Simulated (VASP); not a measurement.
# H2CO in VASP: notebook

H2CO is run at these levels: PBE+D3(BJ); tasks: single point.

Everything below comes from runs of VASP 6.6.1. Logs are shortened: lines on timing, memory, paths and dates and some standing lists are left out, and cuts for length are marked.

## (1) The cell of the first run

The cell holds a disordered packing, 32 atoms: a = 7.873 Å, b = 7.873 Å, c = 7.873 Å, α = 90.00°, β = 90.00°, γ = 90.00°.

## (2) Single point, PBE+D3(BJ)

INCAR

```
PREC = Accurate
ENCUT = 520
EDIFF = 1E-6
ISMEAR = -1
SIGMA = 0.02
LREAL = Auto
LASPH = T
NELM = 120
ALGO = Normal
ISIF = 2
LWAVE = F
LCHARG = T
GGA = PE
IVDW = 12
LELF = T
LVHAR = T
NBANDS = 70
GGA_COMPAT = F
```

KPOINTS

```
regular mesh
0
Gamma
  1 1 1
```

POSCAR

```
H2CO
1.0
    7.8729940000      0.0000000000      0.0000000000
    0.0000000000      7.8729940000      0.0000000000
    0.0000000000      0.0000000000      7.8729940000
O C H
8 8 16
Direct
    0.9065674380     -0.0495110246      0.7224062409
   -0.0197764662     -0.0009780269      0.1592913700
    0.1939922728      0.6034044990      0.5068973760
    0.7558496806      0.2872477738      0.5904488178
    0.3700498184      0.1876795537      0.8016264206
    0.5149375193      0.8487749387      0.1904358113
    0.9966348253      0.4518484328      0.0790804616
    0.5409123899      0.2745461257      0.2061985567
    0.7650837788     -0.0463610159      0.7835519753
    0.0975740614      0.0461323862      0.0772260210
    0.0806681677      0.7076088207      0.4951356498
    0.8429194789      0.2708880510      0.4635720540
    0.2738221317      0.3071004500      0.7808592259
    0.5015118772      0.7019057807      0.1333800077
    0.9340284014      0.5744066362      0.0103137383
    0.5038616821      0.2211610983      0.3470979401
    0.6576786417      0.0113298702      0.7138072251
    0.7190530058     -0.0786740089      0.9113940643
    0.1285406797      0.1807698571      0.0698463634
    0.1749779055     -0.0523561938      0.0059443714
    0.0872349198      0.8354636114      0.5586565924
   -0.0232821211      0.7059957114      0.4007370004
    0.9187483186      0.3845805039      0.4149247415
    0.8237526918      0.1593167733      0.3549983653
    0.1679538940      0.3077990406      0.6904234907
    0.2787122663      0.4313352709      0.8403537460
    0.4397056571      0.6726919899      0.0044328752
    0.5570942897      0.5845933580      0.1914519432
    0.8889121470      0.6861684386      0.0848851149
    0.9151791555      0.5615779715     -0.1309158879
    0.5390198443      0.0900927906      0.3925063324
    0.4526232333      0.3130067164      0.4412552582
```

Potentials or basis: VASP PAW PBE potentials, release 64 (O, C, H).

The run is started by

```bash
$ cat potpaw_PBE.64/O/POTCAR potpaw_PBE.64/C/POTCAR potpaw_PBE.64/H/POTCAR > POTCAR
$ mpirun -np 1 vasp_gam > vasp.out
```

OUTCAR:

```text
PREC = Accurate
   ENCUT = 520
   EDIFF = 1E-6
   ISMEAR = -1
   LREAL = Auto
   LASPH = T
   NELM = 120
   ISIF = 2
   GGA = PE
   IVDW = 12
 IVDW          = 12

 ion  position               nearest neighbor table
   1  0.907  0.950  0.722-   9 1.21
   2  0.980  0.999  0.159-  10 1.19
   3  0.194  0.603  0.507-  11 1.22
   4  0.756  0.287  0.590-  12 1.22
   5  0.370  0.188  0.802-  13 1.22
   6  0.515  0.849  0.190-  14 1.24
   7  0.997  0.452  0.079-  15 1.21
   8  0.541  0.275  0.206-  16 1.22
   9  0.765  0.954  0.784-  18 1.10  17 1.11   1 1.21
  10  0.098  0.046  0.077-  19 1.09  20 1.13   2 1.19
  11  0.081  0.708  0.495-  22 1.11  21 1.13   3 1.22
  12  0.843  0.271  0.464-  23 1.14   4 1.22  24 1.23
  13  0.274  0.307  0.781-  26 1.09  25 1.10   5 1.22
  14  0.502  0.702  0.133-  28 1.12  27 1.15   6 1.24
  15  0.934  0.574  0.010-  29 1.12  30 1.13   7 1.21
  16  0.504  0.221  0.347-  32 1.11  31 1.13   8 1.22
  17  0.658  0.011  0.714-   9 1.11
  18  0.719  0.921  0.911-   9 1.10
  19  0.129  0.181  0.070-  10 1.09
  20  0.175  0.948  0.006-  10 1.13
  21  0.087  0.835  0.559-  11 1.13
  22  0.977  0.706  0.401-  11 1.11
[... 8 lines left out ...]
  31  0.539  0.090  0.393-  16 1.13
  32  0.453  0.313  0.441-  16 1.11

  LATTYP: Found a simple cubic cell.
 ALAT       =     7.8729940000

  Lattice vectors:

 A1 = (   7.8729940000,   0.0000000000,   0.0000000000)
 A2 = (   0.0000000000,   7.8729940000,   0.0000000000)
 A3 = (   0.0000000000,   0.0000000000,   7.8729940000)

Analysis of symmetry for initial positions (statically):
=====================================================================
 Subroutine PRICEL returns:
 Original cell was already a primitive cell.

 Routine SETGRP: Setting up the symmetry group for a
 simple cubic supercell.

 Subroutine GETGRP returns: Found  1 space group operations
 (whereof  1 operations were pure point group operations)
 out of a pool of 48 trial point group operations.

The static configuration has the point symmetry C_1 .

Analysis of symmetry for dynamics (positions and initial velocities):
=====================================================================
 Subroutine PRICEL returns:
 Original cell was already a primitive cell.

 Routine SETGRP: Setting up the symmetry group for a
 simple cubic supercell.

 Subroutine GETGRP returns: Found  1 space group operations
 (whereof  1 operations were pure point group operations)
 out of a pool of 48 trial point group operations.

The dynamic configuration has the point symmetry C_1 .

 Subroutine INISYM returns: Found  1 space group operations
 (whereof  1 operations are pure point group operations),
 and found     1 'primitive' translations

----------------------------------------------------------------------------------------

                                     Primitive cell

  volume of cell :     487.9999

  direct lattice vectors                    reciprocal lattice vectors
     7.872994000  0.000000000  0.000000000     0.127016482  0.000000000  0.000000000
     0.000000000  7.872994000  0.000000000     0.000000000  0.127016482  0.000000000
     0.000000000  0.000000000  7.872994000     0.000000000  0.000000000  0.127016482

  length of vectors
     7.872994000  7.872994000  7.872994000     0.127016482  0.127016482  0.127016482

  position of ions in fractional coordinates (direct lattice)
     0.906567438  0.950488975  0.722406241
     0.980223534  0.999021973  0.159291370
     0.193992273  0.603404499  0.506897376
     0.755849681  0.287247774  0.590448818
     0.370049818  0.187679554  0.801626421
     0.514937519  0.848774939  0.190435811
[... 24 lines left out ...]
     0.539019844  0.090092791  0.392506332
     0.452623233  0.313006716  0.441255258

  ion indices of the primitive-cell ions
   primitive index   ion index
                 1           1
                 2           2
                 3           3
                 4           4
                 5           5
                 6           6
[... 24 lines left out ...]
[... 48 lines left out ...]
   TEBEG  =    0.0;   TEEND  =   0.0 temperature during run
   PSTRESS=    0.0 pullay stress
   NELECT =      96.0000    total number of electrons
   NUPDOWN=      -1.0000    fix difference up-down
   EMIN   =  10.00;   EMAX   =-10.00  energy-range for DOS
   EFERMI =   0.00;   METHOD = LEGACY
   ISMEAR =    -1;   SIGMA  =   0.02  broadening in eV -4-tet -1-fermi 0-gaus
   EFERMI_NEDOS =   21; number of points for ismear=-14 and -15
   IALGO  =     38    algorithm
   IMIX   =      4    mixing-type and parameters
     AMIX     =   0.40;   BMIX     =  1.00
     AMIX_MAG =   1.60;   BMIX_MAG =  1.00
  volume/ion in A,a.u.               =      15.25       102.91
  Fermi-wavevector in a.u.,A,eV,Ry     =   0.952121  1.799247 12.334140  0.906534
  Thomas-Fermi vector in A             =   2.080654
   LORBIT       =      0    0 simple, 1 ext, 2 COOP (PROOUT), +10 PAW based schemes
   GGA     = PE    functional components
   LHFCALC =     F    Hartree Fock is set to
   AEXX    =    0.0000 exact exchange contribution
   IVDW    =    12    specifies the selected vdW correction
   LEPSILON=     F    determine dielectric tensor
   LRPA    =     F    only Hartree local field effects (RPA)
 non-spin polarized calculation
  energy-cutoff  :      520.00
  volume of cell :      488.00
 maximum number of plane-waves:      6603
 NGX is ok and might be reduce to    60
   NGX = 29   NGY = 29   NGZ = 29

 number of electron      96.0000000 magnetization

 Free energy of the ion-electron system (eV)
  ---------------------------------------------------
  ext. energy  EPLUGINS =         0.00000000
  ---------------------------------------------------
  free energy    TOTEN  =      -176.98535484 eV

  energy without entropy =     -176.98535484  energy(sigma->0) =     -176.98535484

 E-fermi :  -2.3587     XC(G=0):  -6.0571

 val. band max:       -2.9193834335   @ k =   0.0000   0.0000   0.0000
 cond. band min:      -0.4215193399   @ k =   0.0000   0.0000   0.0000
 fundamental gap:      2.4978640936
 Fermi energy:        -2.3586514588

 k-point     1 :       0.0000    0.0000    0.0000
  band No.  band energies     occupation
      1     -24.1722      2.00000
      2     -24.1372      2.00000
      3     -23.9058      2.00000
      4     -23.8142      2.00000
      5     -23.7074      2.00000
      6     -23.5937      2.00000
[... 52 lines left out ...]
     59       3.5311      0.00000
     60       3.8429      0.00000
 [bands above 60 left out]

------------------------ aborting loop because EDIFF is reached ----------------------------------------

 Edisp (eV)   -1.15722

 E8    (eV) :    -0.2656

  FORCE on cell =-STRESS in cart. coord.  units (eV):
  Direction    XX          YY          ZZ          XY          YZ          ZX
  --------------------------------------------------------------------------------------
  -------------------------------------------------------------------------------------
  Total       3.22559    -5.19512    -0.06184     0.82156    -3.79146    -0.51758
  in kB      10.59009   -17.05635    -0.20301     2.69731   -12.44794    -1.69931
  external pressure =       -2.22 kB  Pullay stress =        0.00 kB

 VOLUME and BASIS-vectors are now :
 -----------------------------------------------------------------------------
  energy-cutoff  :      520.00
  volume of cell :      488.00
      direct lattice vectors                 reciprocal lattice vectors
     7.872994000  0.000000000  0.000000000     0.127016482  0.000000000  0.000000000
     0.000000000  7.872994000  0.000000000     0.000000000  0.127016482  0.000000000
     0.000000000  0.000000000  7.872994000     0.000000000  0.000000000  0.127016482

 POSITION                                       TOTAL-FORCE (eV/Angst)
 -----------------------------------------------------------------------------------
      7.13740      7.48319      5.68750         0.461837     -0.392011      0.591588
      7.71729      7.86529      1.25410        -2.515867     -0.941158      1.826888
      1.52730      4.75060      3.99080        -0.202554     -0.614740      0.161451
      5.95080      2.26150      4.64860         0.337274     -0.371101      0.163901
      2.91340      1.47760      6.31120        -0.105182      0.278382      0.096785
      4.05410      6.68240      1.49930        -0.291985     -2.153303     -0.665697
[... 24 lines left out ...]
      4.24370      0.70930      3.09020        -0.423270      0.303581     -0.273533
      3.56350      2.46430      3.47400        -0.368431     -0.302686      0.185783
 -----------------------------------------------------------------------------------
    total drift:                               -0.015217     -0.009526     -0.025466

  FREE ENERGIE OF THE ION-ELECTRON SYSTEM (eV)
  ---------------------------------------------------
  free  energy   TOTEN  =      -178.1425787326 eV

  energy  without entropy=     -178.1425787326  energy(sigma->0) =     -178.14257873
```

Run time: 53 s. Hardware: 1 thread of Intel Xeon 6975P-C (Granite Rapids), shared host; peak memory 0.47 GiB.

What came out:

| Quantity | Value |
| --- | --- |
| Free energy | -178.1426 eV |
| Pressure | -0.2 GPa |
| Largest force | 3.249 eV/Å |
| Band gap on the k mesh | 2.50 eV |
| Dispersion energy per atom | -0.036 eV |

Forces on the atoms (eV/Å):
```
O    0.462 -0.392  0.592
O   -2.516 -0.941  1.827
O   -0.203 -0.615  0.161
O    0.337 -0.371  0.164
O   -0.105  0.278  0.097
O   -0.292 -2.153 -0.666
O    0.493 -0.404  0.833
O   -0.183 -0.317 -0.234
C   -1.353  1.131 -0.541
C    2.054 -0.481 -1.619
C    0.770  1.835 -0.393
C   -0.774  0.025 -2.542
C   -0.084 -0.401 -0.612
C    0.216  1.264 -0.363
C   -0.456 -0.419 -0.783
C    0.570  0.402  0.198
H   -0.095 -0.022 -0.490
H    0.802 -0.596  0.701
H    0.424  0.552 -0.225
H    0.086  0.704  0.054
H    0.030 -0.613  0.216
H   -0.424 -0.731 -0.131
H    0.199 -0.845  0.359
H    0.660  1.386  2.082
H   -0.459 -0.563 -0.502
H    0.690  0.642  0.928
H    0.112  0.440  0.736
H   -0.124  0.323  0.329
H    0.115  0.115 -0.324
H   -0.161  0.766  0.234
H   -0.423  0.304 -0.274
H   -0.368 -0.303  0.186
```

Caveat: the k points lie up to 0.80 Å⁻¹ apart.

## (3) Single point, PBE+D3(BJ)

INCAR

```
SYSTEM = H2CO
  PREC = Accurate
  ENCUT = 520
  EDIFF = 1E-6
  ISMEAR = -1
  SIGMA = 0.02
  LREAL = Auto
  LASPH = .TRUE.
  NELM = 120
  ALGO = Normal
  ISIF = 2
  LWAVE = .FALSE.
  LCHARG = .FALSE.
  GGA = PE
  IVDW = 12
  NBANDS = 70
  GGA_COMPAT = .FALSE.
```

KPOINTS

```
Automatic mesh
0
G
  1 1 1
  0 0 0
```

POSCAR

```
H2CO
1.0
    7.8729940000      0.0000000000      0.0000000000
    0.0000000000      7.8729940000      0.0000000000
    0.0000000000      0.0000000000      7.8729940000
O C H
8 8 16
Direct
    0.8994418134     -0.0848343083      0.7328342940
   -0.0053727972     -0.0359964710      0.1778484780
    0.1654770726      0.6152678384      0.5278423939
    0.8016137190      0.3087770675      0.6270803712
    0.3838311067      0.1997334178      0.7598761030
    0.5107586771      0.8788143367      0.1588468123
    0.9961013561      0.4675476699      0.0772641259
    0.5116096875      0.2937129128      0.1859648312
    0.7463107428     -0.0809984105      0.7540460465
    0.0739616974      0.0155722207      0.0598755696
    0.0380922429      0.6780520854      0.4655916161
    0.8253276962      0.2587579770      0.4799317769
    0.2837421189      0.3194464520      0.7942467630
    0.4791823797      0.7238034222      0.1738220555
    0.9490036446      0.5569545715     -0.0409120088
    0.4998733646      0.2329736311      0.3318559623
    0.6690720201     -0.0562047932      0.6388802024
    0.6903218775     -0.1042805317      0.8737463791
    0.1542869206      0.1393243790      0.0730344771
    0.0880732286     -0.0580211289     -0.0567509641
    0.0292391941      0.8071643393      0.4387911384
   -0.0739743991      0.6040141781      0.4478220103
    0.8556973370      0.3575640982      0.3748510414
    0.8187355408      0.1091960695      0.4411409433
    0.1978916788      0.3598249916      0.6848220639
    0.2966342919      0.3971043291      0.9033031144
    0.4549476349      0.6275884371      0.0677251882
    0.5085612919      0.6762230481      0.2991619198
    1.0176687547      0.6690720201     -0.0987172097
    0.8418779438      0.4986159014     -0.1040264987
    0.5140357023      0.0953766763      0.3479743538
    0.4978029959      0.3163218466      0.4378004099
```

Potentials or basis: VASP PAW PBE potentials, release 64 (O, C, H).

The run is started by

```bash
$ cat potpaw_PBE.64/O/POTCAR potpaw_PBE.64/C/POTCAR potpaw_PBE.64/H/POTCAR > POTCAR
$ mpirun -np 1 vasp_gam > vasp.out
```

Run time: 52 s. Hardware: 1 thread of Intel Xeon 6975P-C (Granite Rapids), shared host; peak memory 0.47 GiB.

The run converged. Its results:

```yaml
Free_energy: -177.8375 eV
Pressure: -0.2 GPa
Largest_force: 4.651 eV/Å
Band_gap_on_the_k_mesh: 2.40 eV
Dispersion_energy_per_atom: -0.036 eV
```

Forces on the atoms (eV/Å):
```
O    0.700 -0.174  0.120
O   -1.626 -0.849  1.844
O    0.359 -0.194 -0.068
O    0.258 -0.681 -1.511
O   -1.385  1.495  1.042
O   -0.934 -1.930 -0.815
O    0.929  0.819  0.673
O   -0.388 -0.449  1.318
C    0.636  0.288 -2.078
C    2.534  1.803 -0.716
C    1.014 -1.170  1.070
C    0.054 -0.376  0.380
C    1.514 -2.243 -3.783
C    1.576  1.834 -0.474
C    0.359 -1.189 -0.111
C    0.882  0.178 -2.994
H   -0.629  0.056  0.289
H   -0.968 -0.146  1.567
H   -0.791 -0.808 -0.360
H    0.018 -0.052 -0.618
H   -0.014  2.321 -0.686
H   -1.264 -0.888 -0.342
H   -0.198 -1.173  0.594
H    0.165  2.223  0.470
H   -0.030 -0.019  1.103
H   -0.001  0.658  1.602
H   -0.240  0.906  0.503
H   -0.434 -1.020  0.773
H   -0.246 -0.265  0.590
H   -1.060  0.610 -1.069
H   -0.354 -0.331  0.259
H   -0.437  0.767  1.426
```

Stress tensor (GPa, compression positive):
```
 0.87  0.12  0.39
 0.12 -1.92 -0.55
 0.39 -0.55  0.48
```

Levels at points of the mesh, in eV from the valence-band top:
```
           k point  band 46  band 47  band 48  band 49  band 50  band 51
(0.00, 0.00, 0.00)    -0.22    -0.14     0.00     2.40     2.65     2.91
```

Caveat: the k points lie up to 0.80 Å⁻¹ apart.

## (4) Single point, PBE+D3(BJ)

INCAR

```
ALGO     = Normal         # electronic algorithm
EDIFF    = 1E-6           # SCF threshold, eV
ENCUT    = 520            # plane-wave cutoff, eV
GGA      = PE             # functional
GGA_COMPAT= F            
ISIF     = 2              # what is computed and relaxed
ISMEAR   = -1             # smearing method
IVDW     = 12             # dispersion correction
LASPH    = T              # aspherical terms in the spheres
LCHARG   = F              # write CHGCAR
LREAL    = Auto         
LWAVE    = F              # write WAVECAR
NBANDS   = 70             # bands
NELM     = 120            # most SCF steps
PREC     = Accurate       # precision mode
SIGMA    = 0.02           # smearing width, eV
```

KPOINTS

```
k-points
0
Gamma
  1 1 1
```

POSCAR

```
H2CO
1.0
    7.8729940000      0.0000000000      0.0000000000
    0.0000000000      7.8729940000      0.0000000000
    0.0000000000      0.0000000000      7.8729940000
O C H
8 8 16
Direct
    0.9039636001     -0.1257336154      0.7188878843
    0.0173885564     -0.0464499274      0.1952497360
    0.1623016606      0.6232063685      0.5144167517
    0.8382579740      0.3275119986      0.6310432854
    0.3957325510      0.2028580233      0.7010420686
    0.5064782216      0.8760453774      0.1589611271
    0.9924051765      0.4952118597      0.0716626991
    0.5132482001      0.3277152250      0.1939033613
    0.7593807388     -0.0863204011      0.7587075514
    0.0966849460      0.0074431658      0.0752064589
    0.0150006465      0.6631784554      0.4839963043
    0.8502356283      0.2454720529      0.5019691365
    0.3266736898      0.3138196219      0.7752705007
    0.4673571452      0.7386262456      0.2138068440
    0.9540461989      0.5415474723     -0.0680554310
    0.4523819020      0.2421315195      0.3058810917
    0.6591647345     -0.1136162431      0.6615399427
    0.7292778326     -0.0668106695      0.9025156122
    0.0956180076      0.1463610921      0.0496761461
    0.1961007464     -0.0515051834     -0.0109488207
   -0.0353867919      0.7422208121      0.3745080969
   -0.0720056436      0.6208184586      0.5745082493
    0.8800972032      0.3070877483      0.3722980101
    0.8258992703      0.0960498636      0.4892928916
    0.2252129241      0.3988317532      0.7119273811
    0.3431985341      0.3371652512      0.9190531582
    0.5401756943      0.6271565811      0.1847454729
    0.3391721117      0.7191800222      0.2681698983
    1.0468698439      0.5719298148     -0.1721962445
    0.8248323319      0.5614890599     -0.1082688492
    0.4597361563      0.1099200634      0.2889243914
    0.3888863627      0.2896610870      0.4246542040
```

The run is started by

```bash
$ cat potpaw_PBE.64/O/POTCAR potpaw_PBE.64/C/POTCAR potpaw_PBE.64/H/POTCAR > POTCAR
$ mpirun -np 1 vasp_gam > vasp.out
```

Wall time 52 s (1 thread of Intel Xeon 6975P-C (Granite Rapids), shared host); peak memory 0.47 GiB.

It converged, with:

```
Free energy                : -178.1590 eV
Pressure                   : 1.0 GPa
Largest force              : 4.113 eV/Å
Band gap on the k mesh     : 2.36 eV
Dispersion energy per atom : -0.036 eV
```

Forces on the atoms (eV/Å):
```
O    0.588  0.675  0.080
O   -0.174 -0.905 -0.037
O    0.530  0.366 -0.843
O    0.012 -0.144  0.551
O    1.620 -2.121 -1.298
O    0.802  1.680 -0.517
O    0.572 -0.567  1.473
O    0.412  1.332 -0.813
C   -0.213 -1.583  1.352
C    1.330  1.571 -0.518
C    0.822  0.525 -0.740
C   -0.239 -1.338 -2.012
C   -2.504  2.534  2.056
C   -1.633 -0.610 -0.406
C    0.542  0.617 -1.563
C   -0.591  0.642  0.940
H   -0.348  0.771  0.428
H   -0.183  0.385 -1.506
H   -0.386  0.286 -0.163
H   -0.753 -0.829  0.576
H    0.749 -0.414  0.353
H   -2.043 -0.710  1.080
H   -0.074 -0.315  0.893
H    0.347  1.797  0.416
H    0.831 -0.405  0.257
H    0.171 -0.114 -0.882
H    0.893 -1.031  0.268
H   -0.034 -0.156  0.560
H    0.145 -0.140  0.346
H   -1.297  0.059 -0.117
H   -0.081 -2.125  0.218
H    0.185  0.265 -0.431
```

Stress tensor (GPa, compression positive):
```
 1.13 -0.09 -0.90
-0.09  2.17 -0.49
-0.90 -0.49 -0.40
```

Levels at points of the mesh, in eV from the valence-band top:
| k point | band 44 | band 45 | band 46 | band 47 | band 48 | band 49 | band 50 | band 51 | band 52 | band 53 |
| --- | --- | --- | --- | --- | --- | --- | --- | --- | --- | --- |
| (0.00, 0.00, 0.00) | -0.86 | -0.79 | -0.53 | -0.32 | 0.00 | 2.36 | 2.59 | 2.66 | 2.92 | 3.03 |

Caveat: the k points lie up to 0.80 Å⁻¹ apart.

## (5) Summary

```tsv
cell	gap on the mesh (eV)	pressure (GPa)	largest force (eV/Å)
as given, atomic positions A	2.50	-0.2	3.25
as given, atomic positions B	2.40	-0.2	4.65
as given, atomic positions C	2.36	1.0	4.11
```

Alike in all rows: task single point; level PBE+D3(BJ); potentials or basis VASP PAW PBE potentials, release 64 (O, C, H); no spin polarisation; k mesh 1 × 1 × 1; cutoff (eV) 520; smearing fermi-dirac 0.02 eV.

Caveats: all runs use coarse meshes.

Total energies depend on the potentials used, so only differences within one code and one set of settings carry meaning.
